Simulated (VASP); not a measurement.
# MgO (Fm-3m) in VASP: further runs

The runs below take MgO through single point, relaxation of cell and atoms, with PBE.

Everything below comes from runs of VASP 6.6.1. Logs are shortened: lines on timing, memory, paths and dates and some standing lists are left out, and cuts for length are marked.

## (1) The cell of the first run

The structure is cubic, space group Fm-3m (No. 225). The conventional cell has a = 4.254 Å, b = 4.254 Å, c = 4.254 Å, α = 90.00°, β = 90.00°, γ = 90.00°. Within 2.8 Å of Mg (site symmetry m-3m) lie 6 O at 2.13 Å. O (site symmetry m-3m) has 6 Mg at 2.13 Å within 2.8 Å.

## (2) Single point, PBE

The input, INCAR:

```
SYSTEM = MgO
ALGO     = Normal         ! electronic algorithm
EDIFF    = 1E-6           ! SCF threshold, eV
ENCUT    = 600            ! plane-wave cutoff, eV
GGA      = PE             ! functional
GGA_COMPAT= .FALSE.      
ISIF     = 2              ! what is computed and relaxed
ISMEAR   = 0              ! smearing method
LASPH    = .TRUE.         ! aspherical terms in the spheres
LCHARG   = .FALSE.        ! write CHGCAR
LREAL    = .FALSE.        ! projectors in reciprocal space
LWAVE    = .FALSE.        ! write WAVECAR
NBANDS   = 11             ! bands
NELM     = 120            ! most SCF steps
PREC     = Accurate       ! precision mode
SIGMA    = 0.02           ! smearing width, eV
```

The input, KPOINTS:

```
k-points
0
G
  10 10 10
  0 0 0
```

The input, POSCAR:

```
MgO
1.0
    0.0000000000      2.1271239466      2.1271239466
    2.1271239466      0.0000000000      2.1271239466
    2.1271239466      2.1271239466      0.0000000000
Mg O
1 1
Direct
    0.0000000000      0.0000000000      0.0000000000
    0.5000000000      0.5000000000      0.5000000000
```

Potentials or basis: VASP PAW PBE potentials, release 64 (Mg, O).

On the command line:

```console
$ cat potpaw_PBE.64/Mg/POTCAR potpaw_PBE.64/O/POTCAR > POTCAR
$ mpirun -np 1 vasp_std > vasp.out
```

OUTCAR:

```text
SYSTEM = MgO
   EDIFF = 1E-6
   ENCUT = 600
   GGA = PE
   ISIF = 2
   ISMEAR = 0
   LASPH = .TRUE.
   LREAL = .FALSE.
   NELM = 120
   PREC = Accurate

 ion  position               nearest neighbor table
   1  0.000  0.000  0.000-   2 2.13   2 2.13   2 2.13   2 2.13   2 2.13   2 2.13
   2  0.500  0.500  0.500-   1 2.13   1 2.13   1 2.13   1 2.13   1 2.13   1 2.13

  LATTYP: Found a face centered cubic cell.
 ALAT       =     4.2542478932

  Lattice vectors:

 A1 = (   0.0000000000,   2.1271239466,   2.1271239466)
 A2 = (   2.1271239466,   0.0000000000,   2.1271239466)
 A3 = (   2.1271239466,   2.1271239466,   0.0000000000)

Analysis of symmetry for initial positions (statically):
=====================================================================
 Subroutine PRICEL returns:
 Original cell was already a primitive cell.

 Routine SETGRP: Setting up the symmetry group for a
 face centered cubic supercell.

 Subroutine GETGRP returns: Found 48 space group operations
 (whereof 48 operations were pure point group operations)
 out of a pool of 48 trial point group operations.

The static configuration has the point symmetry O_h .

Analysis of symmetry for dynamics (positions and initial velocities):
=====================================================================
 Subroutine PRICEL returns:
 Original cell was already a primitive cell.

 Routine SETGRP: Setting up the symmetry group for a
 face centered cubic supercell.

 Subroutine GETGRP returns: Found 48 space group operations
 (whereof 48 operations were pure point group operations)
 out of a pool of 48 trial point group operations.

The dynamic configuration has the point symmetry O_h .

 Subroutine INISYM returns: Found 48 space group operations
 (whereof 48 operations are pure point group operations),
 and found     1 'primitive' translations

----------------------------------------------------------------------------------------

                                     Primitive cell

  volume of cell :      19.2490

  direct lattice vectors                    reciprocal lattice vectors
     0.000000000  2.127123947  2.127123947    -0.235059175  0.235059175  0.235059175
     2.127123947  0.000000000  2.127123947     0.235059175 -0.235059175  0.235059175
     2.127123947  2.127123947  0.000000000     0.235059175  0.235059175 -0.235059175

  length of vectors
     3.008207534  3.008207534  3.008207534     0.407134434  0.407134434  0.407134434

  position of ions in fractional coordinates (direct lattice)
     0.000000000  0.000000000  0.000000000
     0.500000000  0.500000000  0.500000000

  ion indices of the primitive-cell ions
   primitive index   ion index
                 1           1
                 2           2

----------------------------------------------------------------------------------------

 KPOINTS: k-points

Automatic generation of k-mesh.
 Grid dimensions read from file:
 generate k-points for:   10   10   10

 Generating k-lattice:

  Cartesian coordinates                     Fractional coordinates (reciprocal lattice)
    -0.023505917  0.023505917  0.023505917     0.100000000  0.000000000  0.000000000
     0.023505917 -0.023505917  0.023505917     0.000000000  0.100000000  0.000000000
     0.023505917  0.023505917 -0.023505917     0.000000000  0.000000000  0.100000000

  Length of vectors
     0.040713443  0.040713443  0.040713443

  Shift w.r.t. Gamma in fractional coordinates (k-lattice)
     0.000000000  0.000000000  0.000000000

 Subroutine IBZKPT returns following result:
 ===========================================

 Found     47 irreducible k-points:

 Following reciprocal coordinates:
            Coordinates               Weight
  0.000000  0.000000  0.000000      1.000000
  0.100000  0.000000  0.000000      8.000000
  0.200000  0.000000  0.000000      8.000000
  0.300000  0.000000  0.000000      8.000000
  0.400000  0.000000  0.000000      8.000000
  0.500000  0.000000  0.000000      4.000000
[... 16 lines left out ...]
  0.300000  0.300000  0.000000      6.000000
  0.400000  0.300000  0.000000     24.000000
 [... further k-points ...]
   k-points           NKPTS =     47   k-points in BZ     NKDIM =     47   number of bands    NBANDS=     11
   number of dos      NEDOS =    301   number of ions     NIONS =      2
   total plane-waves  NPLWV =  13824
   dimension x,y,z NGX =    24 NGY =   24 NGZ =   24
   dimension x,y,z NGXF=    48 NGYF=   48 NGZF=   48
   ions per type =               1   1
   NGX,Y,Z   is equivalent  to a cutoff of  13.26, 13.26, 13.26 a.u.
   NGXF,Y,Z  is equivalent  to a cutoff of  26.53, 26.53, 26.53 a.u.
 SYSTEM =  MgO
   PREC   = accura    normal or accurate (medium, high low for compatibility)
   ISTART =      0    job   : 0-new  1-cont  2-samecut
   ICHARG =      2    charge: 1-file 2-atom 10-const
   ISPIN  =      1    spin polarized calculation?
   LNONCOLLINEAR =      F non collinear calculations
   LSORBIT =      F    spin-orbit coupling
   LASPH  =      T    aspherical Exc in radial PAW
   ENCUT  =  600.0 eV  44.10 Ry    6.64 a.u.   6.01  6.01  6.01*2*pi/ulx,y,z
   NELM   =    120;   NELMIN=  2; NELMDL= -5     # of ELM steps
   EDIFF  = 0.1E-05   stopping-criterion for ELM
   LREAL  =      F    real-space projection
[... 7 lines left out ...]
   TEBEG  =    0.0;   TEEND  =   0.0 temperature during run
   PSTRESS=    0.0 pullay stress
   NELECT =       8.0000    total number of electrons
   NUPDOWN=      -1.0000    fix difference up-down
   EMIN   =  10.00;   EMAX   =-10.00  energy-range for DOS
   EFERMI =   0.00;   METHOD = LEGACY
   ISMEAR =     0;   SIGMA  =   0.02  broadening in eV -4-tet -1-fermi 0-gaus
   EFERMI_NEDOS =   21; number of points for ismear=-14 and -15
   IALGO  =     38    algorithm
   IMIX   =      4    mixing-type and parameters
     AMIX     =   0.40;   BMIX     =  1.00
     AMIX_MAG =   1.60;   BMIX_MAG =  1.00
  volume/ion in A,a.u.               =       9.62        64.95
  Fermi-wavevector in a.u.,A,eV,Ry     =   1.221712  2.308700 20.307773  1.492579
  Thomas-Fermi vector in A             =   2.356884
   LORBIT       =      0    0 simple, 1 ext, 2 COOP (PROOUT), +10 PAW based schemes
   GGA     = PE    functional components
   LHFCALC =     F    Hartree Fock is set to
   AEXX    =    0.0000 exact exchange contribution
   IVDW    =     0    specifies the selected vdW correction
   LEPSILON=     F    determine dielectric tensor
   LRPA    =     F    only Hartree local field effects (RPA)
 non-spin polarized calculation
 Gauss-broadening in eV      SIGMA  =   0.02
  energy-cutoff  :      600.00
  volume of cell :       19.25
 maximum number of plane-waves:       656
   NGX = 13   NGY = 13   NGZ = 13

 number of electron       8.0000004 magnetization

 Free energy of the ion-electron system (eV)
  ---------------------------------------------------
  ext. energy  EPLUGINS =         0.00000000
  ---------------------------------------------------
  free energy    TOTEN  =       -11.91481424 eV

  energy without entropy =      -11.91481424  energy(sigma->0) =      -11.91481424

 E-fermi :   3.1572     XC(G=0): -10.9379

 val. band max:        2.9643449243   @ k =   0.0000   0.0000   0.0000
 cond. band min:       7.4060948207   @ k =   0.0000   0.0000   0.0000
 fundamental gap:      4.4417498964
 Fermi energy:         3.1571962177

 k-point     1 :       0.0000    0.0000    0.0000
  band No.  band energies     occupation
      1     -14.1479      2.00000
      2       2.9643      2.00000
      3       2.9643      2.00000
      4       2.9643      2.00000
      5       7.4061      0.00000
      6      18.5963      0.00000
      7      18.5963      0.00000
      8      18.5963      0.00000
      9      22.4330      0.00000
     10      24.1750      0.00000
     11      24.1750      0.00000

 k-point     2 :       0.1000    0.0000    0.0000
  band No.  band energies     occupation
      1     -14.0476      2.00000
      2       2.3182      2.00000
      3       2.9004      2.00000
      4       2.9004      2.00000
      5       8.0382      0.00000
      6      17.3545      0.00000
      7      18.8249      0.00000
      8      18.8249      0.00000
      9      23.4025      0.00000
     10      23.4025      0.00000
     11      24.0321      0.00000

 k-point     3 :       0.2000    0.0000    0.0000
  band No.  band energies     occupation
      1     -13.7727      2.00000
      2       1.0269      2.00000
      3       2.7379      2.00000
      4       2.7379      2.00000
      5       9.2371      0.00000
      6      15.8332      0.00000
      7      19.2701      0.00000
      8      19.2701      0.00000
      9      22.7037      0.00000
     10      22.7037      0.00000
     11      24.7507      0.00000

 k-point     4 :       0.3000    0.0000    0.0000
  band No.  band energies     occupation
      1     -13.4027      2.00000
      2      -0.2518      2.00000
      3       2.5469      2.00000
      4       2.5469      2.00000
      5      10.2014      0.00000
      6      15.0896      0.00000
      7      19.3314      0.00000
      8      19.3314      0.00000
      9      23.1563      0.00000
     10      23.1563      0.00000
     11      24.1309      0.00000

 k-point     5 :       0.4000    0.0000    0.0000
  band No.  band energies     occupation
      1     -13.0730      2.00000
      2      -1.1802      2.00000
      3       2.3992      2.00000
      4       2.3992      2.00000
      5      10.6050      0.00000
      6      15.0984      0.00000
      7      19.0894      0.00000
      8      19.0894      0.00000
      9      23.5981      0.00000
     10      24.3834      0.00000
     11      24.3834      0.00000
[... 211 lines left out ...]
 k-point    21 :      -0.3000    0.2000    0.0000
  band No.  band energies     occupation
      1     -12.9980      2.00000
      2      -0.6078      2.00000
      3       1.2200      2.00000
      4       2.3435      2.00000
      5      11.9781      0.00000
      6      14.6774      0.00000
      7      16.8126      0.00000
      8      19.9447      0.00000
      9      22.9667      0.00000
     10      23.6741      0.00000
     11      27.5216      0.00000

 k-point    22 :      -0.2000    0.2000    0.0000
  band No.  band energies     occupation
      1     -13.2924      2.00000
      2      -0.0608      2.00000
      3       1.6758      2.00000
      4       2.5456      2.00000
      5      11.1229      0.00000
      6      14.7071      0.00000
      7      17.7387      0.00000
      8      20.3995      0.00000
      9      21.2200      0.00000
     10      23.9769      0.00000
     11      27.2746      0.00000

 k-point    23 :       0.3000    0.3000    0.0000
  band No.  band energies     occupation
      1     -13.2104      2.00000
      2      -0.1080      2.00000
      3       2.0580      2.00000
      4       2.0580      2.00000
      5      11.5056      0.00000
      6      13.3357      0.00000
      7      17.0674      0.00000
      8      20.5392      0.00000
      9      20.5392      0.00000
     10      26.7750      0.00000
     11      29.7346      0.00000

 k-point    24 :       0.4000    0.3000    0.0000
  band No.  band energies     occupation
      1     -12.9776      2.00000
      2      -0.5140      2.00000
      3       1.7044      2.00000
      4       1.9158      2.00000
      5      12.2452      0.00000
      6      13.0481      0.00000
      7      16.2509      0.00000
      8      20.7521      0.00000
      9      20.9534      0.00000
     10      27.4859      0.00000
     11      29.3465      0.00000

 [... further k-points ...]

------------------------ aborting loop because EDIFF is reached ----------------------------------------

  FORCE on cell =-STRESS in cart. coord.  units (eV):
  Direction    XX          YY          ZZ          XY          YZ          ZX
  --------------------------------------------------------------------------------------
  -------------------------------------------------------------------------------------
  Total       -0.1294175     -0.1294175     -0.1294175     -0.0000000      0.0000000     -0.0000000
  in kB      -10.7719695    -10.7719695    -10.7719695     -0.0000000      0.0000000     -0.0000000
  external PRESSURE =     -10.7719695 kB  Pullay stress =       0.0000000 kB

 VOLUME and BASIS-vectors are now :
 -----------------------------------------------------------------------------
  energy-cutoff  :      600.00
  volume of cell :       19.25
      direct lattice vectors                 reciprocal lattice vectors
     0.000000000  2.127123947  2.127123947    -0.235059175  0.235059175  0.235059175
     2.127123947  0.000000000  2.127123947     0.235059175 -0.235059175  0.235059175
     2.127123947  2.127123947  0.000000000     0.235059175  0.235059175 -0.235059175

 POSITION                                       TOTAL-FORCE (eV/Angst)
 -----------------------------------------------------------------------------------
      0.00000      0.00000      0.00000        -0.000000      0.000000      0.000000
      2.12712      2.12712      2.12712         0.000000      0.000000     -0.000000
 -----------------------------------------------------------------------------------
    total drift:                               -0.000000     -0.000000      0.000000

  FREE ENERGIE OF THE ION-ELECTRON SYSTEM (eV)
  ---------------------------------------------------
  free  energy   TOTEN  =       -11.9148142437 eV

  energy  without entropy=      -11.9148142437  energy(sigma->0) =      -11.91481424
```

Wall time 12 s (1 thread of AMD EPYC 7R43 (Zen 3), shared host); peak memory 0.11 GiB.

Results:

```
Free energy            : -11.9148 eV
Pressure               : -1.1 GPa
Band gap on the k mesh : 4.44 eV
```

PBE gaps usually lie below the measured ones, often by a third to a half.

## (3) Relaxation of cell and atoms, PBE

This run uses another cell than the first one, of 9.74 Å³/atom.

The input, INCAR:

```
SYSTEM = MgO
  PREC = Accurate
  ENCUT = 600
  EDIFF = 1E-7
  ISMEAR = 0
  SIGMA = 0.02
  LREAL = .False.
  LASPH = .True.
  NELM = 120
  ALGO = Normal
  ISIF = 3
  LWAVE = .False.
  LCHARG = .False.
  GGA = PE
  IBRION = 2
  NSW = 50
  EDIFFG = -0.003
  GGA_COMPAT = .False.
  NELMIN = 4
```

The input, KPOINTS:

```
Automatic mesh
0
Gamma
  10 10 10
  0 0 0
```

The input, POSCAR:

```
MgO
1.0
    0.0000000000      2.1353389528      2.1353389528
    2.1353389528      0.0000000000      2.1353389528
    2.1353389528      2.1353389528      0.0000000000
Mg O
1 1
Direct
    0.0000000000      0.0000000000      0.0000000000
    0.5000000000      0.5000000000      0.5000000000
```

Potentials or basis: VASP PAW PBE potentials, release 64 (Mg, O).

On the command line:

```console
$ cat potpaw_PBE.64/Mg/POTCAR potpaw_PBE.64/O/POTCAR > POTCAR
$ mpirun -np 1 vasp_std > vasp.out
```

It took 28 s on 1 thread of AMD EPYC 7R43 (Zen 3), shared host; peak memory 0.12 GiB.

It converged, with:

* Free energy: -11.9158 eV
* Relaxed volume: 9.56 Å³/atom
* Relaxed cell: a = 3.001 Å, b = 3.001 Å, c = 3.001 Å, α = 60.00°, β = 60.00°, γ = 60.00°
* Space group after relaxing (to 0.1 Å): Fm-3m (No. 225)
* Energy gained by relaxing: 1.5 meV/atom
* Ionic steps: 3
* Pressure after relaxing: 0.0 GPa
* Band gap on the k mesh: 4.51 eV

Step by step:
| step | energy change (eV) | largest force (eV/Å) | pressure (GPa) | volume (Å³) |
| --- | --- | --- | --- | --- |
| 1 | 0.0000 | 0.0000 | -2.70 | 19.47 |
| 2 | -0.0028 | 0.0000 | 0.82 | 19.01 |
| 3 | -0.0031 | 0.0000 | 0.01 | 19.12 |

Final structure:
```xyz
2
Lattice="0.0000 2.1222 2.1222 2.1222 0.0000 2.1222 2.1222 2.1222 0.0000" Properties=species:S:1:pos:R:3 pbc="T T T"
Mg    0.0000    0.0000    0.0000
O     2.1222    2.1222    2.1222
```

Levels at points of the mesh, in eV from the valence-band top:
| k point | band 2 | band 3 | band 4 | band 5 | band 6 | band 7 |
| --- | --- | --- | --- | --- | --- | --- |
| (0.00, 0.00, 0.00) | 0.00 | 0.00 | 0.00 | 4.51 | 15.67 | 15.67 |
| (0.50, 0.00, 0.00) | -4.52 | -0.63 | -0.63 | 7.75 | 12.35 | 16.08 |
| (0.50, 0.50, 0.00) | -3.99 | -1.32 | -1.32 | 9.09 | 9.72 | 12.86 |
